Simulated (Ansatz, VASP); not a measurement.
## Mo4C: VASP beside Ansatz

Contents of INCAR:

```
  ALGO = Normal
  DIPOL = 0.5 0.5 0.336
  EDIFF = 1E-6
  ENCUT = 520
  IDIPOL = 3
  ISIF = 2
  ISMEAR = 0
  LASPH = True
  LCHARG = False
  LDIPOL = True
  LREAL = False
  LWAVE = False
  NBANDS = 38
  NELM = 80
  PREC = Accurate
  SIGMA = 0.1
```

KPOINTS

```
k-points
0
Gamma
  9 9 1
```

POSCAR

```
Mo4C
1.0
    3.1111816891      0.0000000000      0.0000000000
    0.0000000000      3.1111816891      0.0000000000
    0.0000000000      0.0000000000     21.5098172784
Mo C
4 1
Direct
    0.5000000000      0.5000000000      0.1859615983
    0.0000000000      0.0000000000      0.2582816382
    0.5000000000      0.5000000000      0.3325055024
    0.0000000000      0.0000000000      0.3956248056
    0.0000000000      0.0000000000      0.5095262845
```

Input for Ansatz:

```yaml
crystal:
  lattice:
    - [3.1111816891, 0.0, 0.0]
    - [0.0, 3.1111816891, 0.0]
    - [0.0, 0.0, 21.5098172784]
  atoms:
    - { symbol: Mo, position: [0.5, 0.5, 0.1859615983] }
    - { symbol: Mo, position: [0.0, 0.0, 0.2582816382] }
    - { symbol: Mo, position: [0.5, 0.5, 0.3325055024] }
    - { symbol: Mo, position: [0.0, 0.0, 0.3956248056] }
    - { symbol: C, position: [0.0, 0.0, 0.5095262845] }
basis:
  ecutwfc: 420
kpoints:
  mp_grid: { grid: [9, 9, 1] }
hamiltonian:
  xc: lda
scf:
  occupations: { method: gaussian, width: 0.1 }
output:
  forces: true
  eigenvalues: true
efield:
  axis: 3
  dipole_correction: true
  ramp_width: 0.04
```

Alike in both runs: task single point; functional LDA; k mesh 9 × 9 × 1; occupations gaussian, width 0.1 eV; no spin polarisation.

|  | VASP | Ansatz |
| --- | --- | --- |
| version | VASP 6.6.1 | Ansatz 0.2.0 |
| potentials or method | VASP PAW LDA potentials, release 64 (Mo_sv, C), cutoff 520 eV | scalar-relativistic, plane waves, PAW |
| valence electrons in the cell | 60 | 60 |

```tsv
	VASP	Ansatz	Ansatz less VASP
gap on the k mesh at the Fermi level (eV)	none	none	-
rms of the force components (eV/Å)	1.549	1.541	-0.0079
```

LDA's correlation is that of Perdew and Zunger in VASP and of Perdew and Wang (1992) in Ansatz. Atom by atom the forces differ by 0.028 eV/Å (rms over components). A gap of «none» marks a metal or a gap that the smearing closes.
